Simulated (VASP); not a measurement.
Set up this calculation in VASP 6.6.1, as the native input.

```
Task                   : single point
Functional             : PBE
Potentials or basis    : VASP PAW PBE potentials, release 64 (Ru_pv, Ir)
Cutoff                 : 520 eV
k mesh                 : 6 × 6 × 2
Occupations            : gaussian, width 0.1 eV
Spin                   : no spin polarisation
Dipole correction      : no
Further INCAR settings : ALGO = Normal; EDIFF = 1e-07; NBANDS = 46
```

The structure of IrRu2 lies in POSCAR:

```
IrRu2
1.0
    2.7600039530      0.0000000000      0.0000000000
   -1.3800019765      2.3902335378      0.0000000000
    0.0000000000      0.0000000000     12.7952584952
Ru Ir
4 2
Direct
    0.3333333333      0.6666666667      0.9189240941
    0.3333333333      0.6666666667      0.5810759059
    0.6666666667      0.3333333333      0.0810759059
    0.6666666667      0.3333333333      0.4189240941
    0.3333333333      0.6666666667      0.2500000000
    0.6666666667      0.3333333333      0.7500000000
```

These files were run (other wordings do the same):

INCAR

```
ALGO = Normal ; EDIFF = 1E-7
ENCUT = 520 ; GGA = PE
ISIF = 2 ; ISMEAR = 0
LASPH = True ; LCHARG = False
LREAL = False ; LWAVE = False
NBANDS = 46 ; NELM = 80
PREC = Accurate ; SIGMA = 0.1
```

KPOINTS

```
k-points
0
Gamma
  6 6 2
```

Potentials or basis: VASP PAW PBE potentials, release 64 (Ru_pv, Ir).

Launch:

```bash
$ cat potpaw_PBE.64/Ru_pv/POTCAR potpaw_PBE.64/Ir/POTCAR > POTCAR
$ mpirun -np 1 vasp_std > vasp.out
```

Results of the run:

```
Pressure               : 0.0 GPa
Largest force          : 0.005 eV/Å
Band gap on the k mesh : zero (bands 37 and 38 overlap by 2.71 eV)
```

Caveat: the k points lie up to 0.44 Å⁻¹ apart, too coarse for converged energies and pressures of a metal; spin-orbit coupling is left out, which moves the levels of the heavy elements.

It took 48 s on 1 thread of Intel(R) Xeon(R) 6975P-C (Granite Rapids) (shared host), peak memory 0.24 GiB.
